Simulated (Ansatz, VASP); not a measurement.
**Ti: VASP beside Ansatz**

The input INCAR:

```
SYSTEM = Ti
ALGO = Fast
EDIFF = 1E-6
ENCUT = 520
GGA = PS
ISIF = 2
ISMEAR = 0
LASPH = .TRUE.
LCHARG = .FALSE.
LREAL = .FALSE.
LWAVE = .FALSE.
NBANDS = 19
NELM = 60
PREC = Accurate
SIGMA = 0.15
```

KPOINTS

```
k-points
0
G
  14 14 14
  0 0 0
```

File POSCAR:

```
Ti
1.0
    0.0000000000     -3.2099008398      0.0000000000
   -3.2099008398      0.0000000000      0.0000000000
    0.0000000000      0.0000000000     -3.2099008398
Ti
2
Direct
    0.5000000000      0.5229290572      0.5000000000
    0.0000000000     -0.0229290572      0.0000000000
```

Input for Ansatz:

```yaml
crystal:
  lattice:
    - [0.0, -3.2099008398, 0.0]
    - [-3.2099008398, 0.0, 0.0]
    - [0.0, 0.0, -3.2099008398]
  atoms:
    - { symbol: Ti, position: [0.5, 0.5229290572, 0.5] }
    - { symbol: Ti, position: [0.0, -0.0229290572, 0.0] }
basis:
  ecutwfc: 520.0
kpoints:
  mp_grid: { grid: [14, 14, 14] }
hamiltonian:
  xc: pbesol
  pseudopotentials: { kind: paw, azcp: { folder: soft_1 } }
scf:
  occupations: { method: gaussian, width: 0.15 }
output:
  forces: true
  stress: true
  eigenvalues: true
```

Change from the starting cell: mode 4 frozen in at -0.074 Å and mode 5 at +0.000 Å (largest displacements).

Alike in both runs: task single point; functional PBEsol; k mesh 14 × 14 × 14; occupations gaussian, width 0.15 eV; no spin polarisation.

|  | VASP | Ansatz |
| --- | --- | --- |
| version | VASP 6.6.1 | Ansatz 0.2.0 |
| potentials or method | VASP PAW PBE potentials, release 64 (Ti_sv), cutoff 520 eV | scalar-relativistic, plane waves, PAW |
| valence electrons in the cell | 24 | 24 |

|  | VASP | Ansatz | Ansatz less VASP |
| --- | --- | --- | --- |
| gap on the k mesh at the Fermi level (eV) | none | none | - |
| pressure (GPa) | 0.4 | 0.6 | +0.25 |
| traceless stress, the component that is largest in VASP (GPa) | -0.33 | -0.34 | -0.003 |
| rms of the force components (eV/Å) | 0.406 | 0.406 | -0.0002 |

VASP's potentials were made for PBE, not for PBEsol, and Ansatz warns of the same on its side. Atom by atom the forces differ by 0.000 eV/Å (rms over components). A gap of «none» marks a metal or a gap that the smearing closes.
